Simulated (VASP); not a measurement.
Here is a VASP 6.6.1 calculation.

The input INCAR:

```
PREC = Accurate
ENCUT = 600
EDIFF = 1E-6
ISMEAR = -1
SIGMA = 0.1
LREAL = F
LASPH = T
NELM = 100
ALGO = Normal
ISIF = 8
LWAVE = F
LCHARG = F
GGA = PS
IBRION = 2
NSW = 60
EDIFFG = -0.01
```

Contents of KPOINTS:

```
regular mesh
0
Gamma
  11 11 11
```

Contents of POSCAR:

```
Pt
1.0
    0.0000000000      1.9609000000      1.9609000000
    1.9609000000      0.0000000000      1.9609000000
    1.9609000000      1.9609000000      0.0000000000
Pt
1
Direct
    0.0000000000      0.0000000000      0.0000000000
```

Potentials or basis: VASP PAW PBE potentials, release 64 (Pt).

Launch:

```bash
$ cat potpaw_PBE.64/Pt/POTCAR > POTCAR
$ mpirun -np 1 vasp_std > vasp.out
```

**Question.** Predict the relaxed volume.

**Answer.** 15.02 Å³/atom.

**Question.** Estimate the band gap on the k mesh.

**Answer.** Zero (band 5 reaches 11.56 eV, above the bottom of band 6 at 9.44 eV).

**Question.** What does it give for the space group after relaxing (to 0.05 Å)?

**Answer.** Fm-3m (No. 225).

**Question.** Estimate the relaxed cell.

**Answer.** a = 2.770 Å, b = 2.770 Å, c = 2.770 Å, α = 60.00°, β = 60.00°, γ = 60.00°.

Final structure:
```
Pt
1.0
     0.00000    1.95850    1.95850
     1.95850    0.00000    1.95850
     1.95850    1.95850    0.00000
Pt
1
Direct
  0.00000 0.00000 0.00000
```

Caveat: the PAW data sets were made with another functional, which shifts forces and pressure a little; spin-orbit coupling is left out, which moves the levels of the heavy elements.
